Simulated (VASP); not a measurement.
# ZnSe (P6_3/mmc) in VASP: notebook

The runs below take ZnSe through single point, with PBE.

All numbers are computed with VASP 6.6.1; they aren't measurements. Logs are shortened: lines on timing, memory, paths and dates and some standing lists are left out, and cuts for length are marked.

## 1. The cell of the first run

Symmetry: P6_3/mmc, No. 194, hexagonal system. Conventional cell: a = 3.769 Å, b = 3.769 Å, c = 8.175 Å, α = 90.00°, β = 90.00°, γ = 120.00°. Zn (site symmetry -6m2) has 3 Se at 2.18 Å within 2.9 Å. Within 2.9 Å of Se (site symmetry -6m2) lie 3 Zn at 2.18 Å.

## 2. Single point, PBE (O replaced by Se, lengths x 1.172, strained)

The input, INCAR:

```
ALGO = Normal
EDIFF = 1E-6
ENCUT = 520
GGA = PE
ISIF = 2
ISMEAR = 0
LASPH = T
LCHARG = F
LREAL = F
LWAVE = F
NBANDS = 26
NELM = 60
PREC = Accurate
SIGMA = 0.1
```

The input, KPOINTS:

```
k-points
0
Gamma
  6 6 2
```

The input, POSCAR:

```
ZnSe
1.0
    3.7694297863      0.0000000000      0.0000000000
   -1.8847148931      3.2644219527      0.0000000000
    0.0000000000      0.0000000000      8.1745640138
Zn Se
2 2
Direct
    0.0000000000      0.0000000000      0.7500000000
    0.0000000000      0.0000000000      0.2500000000
    0.3333333300      0.6666666700      0.2500000000
    0.6666666700      0.3333333300      0.7500000000
```

Potentials or basis: VASP PAW PBE potentials, release 64 (Zn, Se).

The run is started by

```console
> cat potpaw_PBE.64/Zn/POTCAR potpaw_PBE.64/Se/POTCAR > POTCAR
> mpirun -np 1 vasp_std > vasp.out
```

OUTCAR:

```text
EDIFF = 1E-6
   ENCUT = 520
   GGA = PE
   ISIF = 2
   ISMEAR = 0
   LASPH = T
   LREAL = F
   NELM = 60
   PREC = Accurate

 ion  position               nearest neighbor table
   1  0.000  0.000  0.750-   4 2.18   4 2.18   4 2.18
   2  0.000  0.000  0.250-   3 2.18   3 2.18   3 2.18
   3  0.333  0.667  0.250-   2 2.18   2 2.18   2 2.18
   4  0.667  0.333  0.750-   1 2.18   1 2.18   1 2.18

  LATTYP: Found a hexagonal cell.
 ALAT       =     3.7694297863
 C/A-ratio  =     2.1686473757

  Lattice vectors:

 A1 = (   3.7694297863,   0.0000000000,   0.0000000000)
 A2 = (  -1.8847148931,   3.2644219527,   0.0000000000)
 A3 = (   0.0000000000,   0.0000000000,   8.1745640138)

Analysis of symmetry for initial positions (statically):
=====================================================================
 Subroutine PRICEL returns:
 Original cell was already a primitive cell.

 Routine SETGRP: Setting up the symmetry group for a
 hexagonal supercell.

 Subroutine GETGRP returns: Found 24 space group operations
 (whereof 12 operations were pure point group operations)
 out of a pool of 24 trial point group operations.

The static configuration has the point symmetry D_3d.
 The point group associated with its full space group is D_6h.

Analysis of symmetry for dynamics (positions and initial velocities):
=====================================================================
 Subroutine PRICEL returns:
 Original cell was already a primitive cell.

 Routine SETGRP: Setting up the symmetry group for a
 hexagonal supercell.

 Subroutine GETGRP returns: Found 24 space group operations
 (whereof 12 operations were pure point group operations)
 out of a pool of 24 trial point group operations.

The dynamic configuration has the point symmetry D_3d.
 The point group associated with its full space group is D_6h.

 Subroutine INISYM returns: Found 24 space group operations
 (whereof 12 operations are pure point group operations),
 and found     1 'primitive' translations

----------------------------------------------------------------------------------------

                                     Primitive cell

  volume of cell :     100.5881

  direct lattice vectors                    reciprocal lattice vectors
     3.769429786  0.000000000  0.000000000     0.265292115  0.153166474  0.000000000
    -1.884714893  3.264421953  0.000000000     0.000000000  0.306332948  0.000000000
     0.000000000  0.000000000  8.174564014     0.000000000  0.000000000  0.122330683

  length of vectors
     3.769429786  3.769429786  8.174564014     0.306332948  0.306332948  0.122330683

  position of ions in fractional coordinates (direct lattice)
     0.000000000  0.000000000  0.750000000
     0.000000000  0.000000000  0.250000000
     0.333333330  0.666666670  0.250000000
     0.666666670  0.333333330  0.750000000

  ion indices of the primitive-cell ions
   primitive index   ion index
                 1           1
                 2           2
                 3           3
                 4           4

----------------------------------------------------------------------------------------

 KPOINTS: k-points

Automatic generation of k-mesh.
 Grid dimensions read from file:
 generate k-points for:    6    6    2

 Generating k-lattice:

  Cartesian coordinates                     Fractional coordinates (reciprocal lattice)
     0.044215352  0.025527746  0.000000000     0.166666667  0.000000000  0.000000000
     0.000000000  0.051055491  0.000000000     0.000000000  0.166666667  0.000000000
     0.000000000  0.000000000  0.061165342     0.000000000  0.000000000  0.500000000

  Length of vectors
     0.051055491  0.051055491  0.061165342

  Shift w.r.t. Gamma in fractional coordinates (k-lattice)
     0.000000000  0.000000000  0.000000000

 Subroutine IBZKPT returns following result:
 ===========================================

 Found     14 irreducible k-points:

 Following reciprocal coordinates:
            Coordinates               Weight
  0.000000  0.000000  0.000000      1.000000
  0.166667  0.000000  0.000000      6.000000
  0.333333  0.000000  0.000000      6.000000
  0.500000  0.000000  0.000000      3.000000
  0.166667  0.166667  0.000000      6.000000
  0.333333  0.166667  0.000000     12.000000
  0.333333  0.333333  0.000000      2.000000
  0.000000  0.000000  0.500000      1.000000
  0.166667  0.000000  0.500000      6.000000
  0.333333  0.000000  0.500000      6.000000
  0.500000  0.000000  0.500000      3.000000
  0.166667  0.166667  0.500000      6.000000
  0.333333  0.166667  0.500000     12.000000
  0.333333  0.333333  0.500000      2.000000
   k-points           NKPTS =     14   k-points in BZ     NKDIM =     14   number of bands    NBANDS=     26
   number of dos      NEDOS =    301   number of ions     NIONS =      4
   total plane-waves  NPLWV =  50176
   dimension x,y,z NGX =    28 NGY =   28 NGZ =   64
   dimension x,y,z NGXF=    56 NGYF=   56 NGZF=  128
   ions per type =               2   2
   NGX,Y,Z   is equivalent  to a cutoff of  12.35, 12.35, 13.02 a.u.
   NGXF,Y,Z  is equivalent  to a cutoff of  24.70, 24.70, 26.03 a.u.
 SYSTEM =  unknown system
   PREC   = accura    normal or accurate (medium, high low for compatibility)
   ISTART =      0    job   : 0-new  1-cont  2-samecut
   ICHARG =      2    charge: 1-file 2-atom 10-const
   ISPIN  =      1    spin polarized calculation?
   LNONCOLLINEAR =      F non collinear calculations
   LSORBIT =      F    spin-orbit coupling
   LASPH  =      T    aspherical Exc in radial PAW
   ENCUT  =  520.0 eV  38.22 Ry    6.18 a.u.   7.01  7.01 15.20*2*pi/ulx,y,z
   NELM   =     60;   NELMIN=  2; NELMDL= -5     # of ELM steps
   EDIFF  = 0.1E-05   stopping-criterion for ELM
   LREAL  =      F    real-space projection
   EDIFFG = 0.1E-04   stopping-criterion for IOM
   NSW    =      0    number of steps for IOM
   IBRION =     -1    ionic relax: 0-MD 1-quasi-New 2-CG
   NFREE  =      0    steps in history (QN), initial steepest desc. (CG)
   ISIF   =      2    stress and relaxation
   ISYM   =      2    0-nonsym 1-usesym 2-fastsym
   POTIM  = 0.5000    time-step for ionic-motion
   TEBEG  =    0.0;   TEEND  =   0.0 temperature during run
   PSTRESS=    0.0 pullay stress
   NELECT =      36.0000    total number of electrons
   NUPDOWN=      -1.0000    fix difference up-down
   EMIN   =  10.00;   EMAX   =-10.00  energy-range for DOS
   EFERMI =   0.00;   METHOD = LEGACY
   ISMEAR =     0;   SIGMA  =   0.10  broadening in eV -4-tet -1-fermi 0-gaus
   EFERMI_NEDOS =   21; number of points for ismear=-14 and -15
   IALGO  =     38    algorithm
   IMIX   =      4    mixing-type and parameters
     AMIX     =   0.40;   BMIX     =  1.00
     AMIX_MAG =   1.60;   BMIX_MAG =  1.00
  volume/ion in A,a.u.               =      25.15       169.70
  Fermi-wavevector in a.u.,A,eV,Ry     =   1.162323  2.196472 18.381398  1.350995
  Thomas-Fermi vector in A             =   2.298885
   LORBIT       =      0    0 simple, 1 ext, 2 COOP (PROOUT), +10 PAW based schemes
   GGA     = PE    functional components
   LHFCALC =     F    Hartree Fock is set to
   AEXX    =    0.0000 exact exchange contribution
   IVDW    =     0    specifies the selected vdW correction
   LEPSILON=     F    determine dielectric tensor
   LRPA    =     F    only Hartree local field effects (RPA)
 non-spin polarized calculation
 Gauss-broadening in eV      SIGMA  =   0.10
  energy-cutoff  :      520.00
  volume of cell :      100.59
 maximum number of plane-waves:      2724
 NGX is ok and might be reduce to    28
   NGX = 13   NGY = 13   NGZ = 31

 number of electron      36.0000029 magnetization

 Free energy of the ion-electron system (eV)
  ---------------------------------------------------
  ext. energy  EPLUGINS =         0.00000000
  ---------------------------------------------------
  free energy    TOTEN  =        -9.81697710 eV

  energy without entropy =       -9.81697710  energy(sigma->0) =       -9.81697710

 E-fermi :   1.2725     XC(G=0):  -8.5930

 val. band max:        0.7651165506   @ k =   0.0000   0.0000   0.0000
 cond. band min:       3.0013751267   @ k =   0.0000   0.0000   0.0000
 fundamental gap:      2.2362585761
 Fermi energy:         1.2724826646

 k-point     1 :       0.0000    0.0000    0.0000
  band No.  band energies     occupation
      1     -12.9308      2.00000
      2     -12.8039      2.00000
      3      -6.6601      2.00000
      4      -6.6601      2.00000
      5      -6.6539      2.00000
      6      -6.6539      2.00000
[... 18 lines left out ...]
     25       7.5528      0.00000
     26       7.9280      0.00000

 k-point     2 :       0.1667    0.0000    0.0000
  band No.  band energies     occupation
      1     -12.7216      2.00000
      2     -12.6053      2.00000
      3      -6.6627      2.00000
      4      -6.6571      2.00000
      5      -6.5630      2.00000
      6      -6.5571      2.00000
[... 18 lines left out ...]
     25       8.6481      0.00000
     26       8.7269      0.00000

 k-point     3 :       0.3333    0.0000    0.0000
  band No.  band energies     occupation
      1     -12.2402      2.00000
      2     -12.1608      2.00000
      3      -6.5647      2.00000
      4      -6.5600      2.00000
      5      -6.3431      2.00000
      6      -6.3392      2.00000
[... 18 lines left out ...]
     25      10.8065      0.00000
     26      10.8421      0.00000

 k-point     4 :       0.5000    0.0000    0.0000
  band No.  band energies     occupation
      1     -11.9475      2.00000
      2     -11.9167      2.00000
      3      -6.3504      2.00000
      4      -6.3377      2.00000
      5      -6.2158      2.00000
      6      -6.2145      2.00000
[... 18 lines left out ...]
     25      10.4810      0.00000
     26      10.8890      0.00000

 k-point     5 :       0.1667    0.1667    0.0000
  band No.  band energies     occupation
      1     -12.3723      2.00000
      2     -12.2795      2.00000
      3      -6.6247      2.00000
      4      -6.6238      2.00000
      5      -6.3841      2.00000
      6      -6.3801      2.00000
[... 18 lines left out ...]
     25       8.1435      0.00000
     26      10.0400      0.00000

 k-point     6 :       0.3333    0.1667    0.0000
  band No.  band energies     occupation
      1     -11.9615      2.00000
      2     -11.9184      2.00000
      3      -6.4457      2.00000
      4      -6.4429      2.00000
      5      -6.1631      2.00000
      6      -6.1613      2.00000
[... 18 lines left out ...]
     25       9.2526      0.00000
     26       9.4871      0.00000

 k-point     7 :       0.3333    0.3333    0.0000
  band No.  band energies     occupation
      1     -11.8053      2.00000
      2     -11.8053      2.00000
      3      -6.3447      2.00000
      4      -6.3376      2.00000
      5      -6.1283      2.00000
      6      -6.1283      2.00000
[... 18 lines left out ...]
     25       8.9729      0.00000
     26       8.9729      0.00000

 k-point     8 :       0.0000    0.0000    0.5000
  band No.  band energies     occupation
      1     -12.8683      2.00000
      2     -12.8683      2.00000
      3      -6.6570      2.00000
      4      -6.6570      2.00000
      5      -6.6570      2.00000
      6      -6.6570      2.00000
[... 18 lines left out ...]
     25       7.4887      0.00000
     26       7.4887      0.00000

 k-point     9 :       0.1667    0.0000    0.5000
  band No.  band energies     occupation
      1     -12.6643      2.00000
      2     -12.6643      2.00000
      3      -6.6600      2.00000
      4      -6.6600      2.00000
      5      -6.5601      2.00000
      6      -6.5601      2.00000
[... 18 lines left out ...]
     25       8.7018      0.00000
     26       8.7018      0.00000

 k-point    10 :       0.3333    0.0000    0.5000
  band No.  band energies     occupation
      1     -12.2008      2.00000
      2     -12.2008      2.00000
      3      -6.5630      2.00000
      4      -6.5630      2.00000
      5      -6.3412      2.00000
      6      -6.3412      2.00000
[... 18 lines left out ...]
     25      10.4440      0.00000
     26      10.4440      0.00000

 k-point    11 :       0.5000    0.0000    0.5000
  band No.  band energies     occupation
      1     -11.9320      2.00000
      2     -11.9320      2.00000
      3      -6.3455      2.00000
      4      -6.3455      2.00000
      5      -6.2151      2.00000
      6      -6.2151      2.00000
[... 18 lines left out ...]
     25      11.3306      0.00000
     26      11.3736      0.00000

 k-point    12 :       0.1667    0.1667    0.5000
  band No.  band energies     occupation
      1     -12.3264      2.00000
      2     -12.3264      2.00000
      3      -6.6245      2.00000
      4      -6.6245      2.00000
      5      -6.3822      2.00000
      6      -6.3822      2.00000
[... 18 lines left out ...]
     25       9.2626      0.00000
     26       9.2626      0.00000

 k-point    13 :       0.3333    0.1667    0.5000
  band No.  band energies     occupation
      1     -11.9400      2.00000
      2     -11.9400      2.00000
      3      -6.4447      2.00000
      4      -6.4447      2.00000
      5      -6.1625      2.00000
      6      -6.1625      2.00000
[... 18 lines left out ...]
     25       9.8878      0.00000
     26       9.8878      0.00000

 k-point    14 :       0.3333    0.3333    0.5000
  band No.  band energies     occupation
      1     -11.8052      2.00000
      2     -11.8052      2.00000
      3      -6.3411      2.00000
      4      -6.3411      2.00000
      5      -6.1283      2.00000
      6      -6.1283      2.00000
[... 18 lines left out ...]
     25      10.0511      0.00000
     26      10.0511      0.00000

------------------------ aborting loop because EDIFF is reached ----------------------------------------

  FORCE on cell =-STRESS in cart. coord.  units (eV):
  Direction    XX          YY          ZZ          XY          YZ          ZX
  --------------------------------------------------------------------------------------
  -------------------------------------------------------------------------------------
  Total       16.2379994     16.2379994      0.3586060      0.0000000      0.0000000     -0.0000000
  in kB      258.6405151    258.6405151      5.7119127      0.0000000      0.0000000     -0.0000000
  external PRESSURE =     174.3309810 kB  Pullay stress =       0.0000000 kB

 VOLUME and BASIS-vectors are now :
 -----------------------------------------------------------------------------
  energy-cutoff  :      520.00
  volume of cell :      100.59
      direct lattice vectors                 reciprocal lattice vectors
     3.769429786  0.000000000  0.000000000     0.265292115  0.153166474  0.000000000
    -1.884714893  3.264421953  0.000000000     0.000000000  0.306332948  0.000000000
     0.000000000  0.000000000  8.174564014     0.000000000  0.000000000  0.122330683

 POSITION                                       TOTAL-FORCE (eV/Angst)
 -----------------------------------------------------------------------------------
      0.00000      0.00000      6.13092        -0.000000     -0.000000     -0.000000
      0.00000      0.00000      2.04364        -0.000000      0.000000     -0.000000
     -0.00000      2.17628      2.04364         0.000000     -0.000000      0.000000
      1.88471      1.08814      6.13092         0.000000      0.000000      0.000000
 -----------------------------------------------------------------------------------
    total drift:                               -0.000000      0.000000      0.000000

  FREE ENERGIE OF THE ION-ELECTRON SYSTEM (eV)
  ---------------------------------------------------
  free  energy   TOTEN  =        -9.8169771049 eV

  energy  without entropy=       -9.8169771049  energy(sigma->0) =       -9.81697710
```

Wall time 70 s (1 thread of Intel Xeon 8259CL, shared host); peak memory 0.22 GiB.

What came out:

```yaml
Free_energy: -9.8170 eV
Pressure: 17.4 GPa
Band_gap_on_the_k_mesh: 2.24 eV, direct
```

Stress tensor (GPa, compression positive):
```
25.86  0.00  0.00
 0.00 25.86  0.00
 0.00  0.00  0.57
```

Caveat: the cell differs from its parent crystal (O replaced by Se, lengths x 1.172, strained).

## 3. Single point, PBE (O replaced by Se, lengths x 1.172, strained)

The input, INCAR:

```
SYSTEM = ZnSe
PREC = Accurate ; ENCUT = 520
EDIFF = 1E-6 ; ISMEAR = 0
SIGMA = 0.02 ; LREAL = .FALSE.
LASPH = .TRUE. ; NELM = 100
ALGO = Normal ; ISIF = 2
LWAVE = .FALSE. ; LCHARG = .FALSE.
GGA = PE ; NBANDS = 26
```

The input, KPOINTS:

```
regular mesh
0
G
  9 9 4
  0 0 0
```

POSCAR is that of step 2.

Potentials or basis: VASP PAW PBE potentials, release 64 (Zn, Se).

The run is started by

```console
> cat potpaw_PBE.64/Zn/POTCAR potpaw_PBE.64/Se/POTCAR > POTCAR
> mpirun -np 1 vasp_std > vasp.out
```

It took 2.6 min on 1 thread of Intel Xeon 8259CL, shared host; peak memory 0.25 GiB.

It converged, with:

```
Free energy            : -9.8293 eV
Pressure               : 17.4 GPa
Band gap on the k mesh : 2.24 eV, direct
```

Stress tensor (GPa, compression positive):
```
25.84  0.00  0.00
 0.00 25.84  0.00
 0.00  0.00  0.56
```

Levels at points of the mesh, in eV from the valence-band top:
```csv
k point,band 14,band 15,band 16,band 17,band 18,band 19,band 20,band 21,band 22,band 23
"(0.00, 0.00, 0.00)",-1.66,-0.01,-0.01,0.00,0.00,2.24,3.28,5.93,6.69,6.69
"(0.00, 0.00, 0.50)",-2.62,0.00,0.00,0.00,0.00,2.93,2.93,6.63,6.63,6.73
```

Caveat: the cell differs from its parent crystal (O replaced by Se, lengths x 1.172, strained). A k mesh can miss the band edges.
